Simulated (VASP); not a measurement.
Ge, 8 atoms in the cell. The structure is orthorhombic, space group Cmmm (No. 65). The conventional cell has a = 6.823 Å, b = 14.131 Å, c = 4.071 Å, α = 90.00°, β = 90.00°, γ = 90.00°. Within 3.3 Å of Ge (site symmetry m) lie 4 Ge at 2.49 to 2.51 Å. Ge (site symmetry m) has 4 Ge at 2.49 to 2.52 Å within 3.3 Å. The cell was generated, and may not be a known phase.

- Program: VASP 6.6.1
- Task: single point
- Functional: PBE
- Potentials or basis: VASP PAW PBE potentials, release 64 (Ge_d)
- Cutoff: 520 eV
- k mesh: 6 × 6 × 10
- Occupations: gaussian, width 0.01 eV
- Spin: no spin polarisation
- Dipole correction: no
- Further INCAR settings: ALGO = Normal; EDIFF = 1e-06; NBANDS = 66

Potentials or basis: VASP PAW PBE potentials, release 64 (Ge_d).

The run is started by

```sh
$ cat potpaw_PBE.64/Ge_d/POTCAR > POTCAR
$ mpirun -np 4 vasp_std > vasp.out
```

Hardware: 4 MPI ranks on AMD EPYC 7R43 64-Core Processor (Zen 3), with other jobs on the host.

**Question.** Estimate the wall time of this run.

**Answer.** It took 13 min on 4 MPI ranks on AMD EPYC 7R43 64-Core Processor (Zen 3), with other jobs on the host, peak memory 0.72 GiB a rank. Counts: scf iterations 14, k points 78.
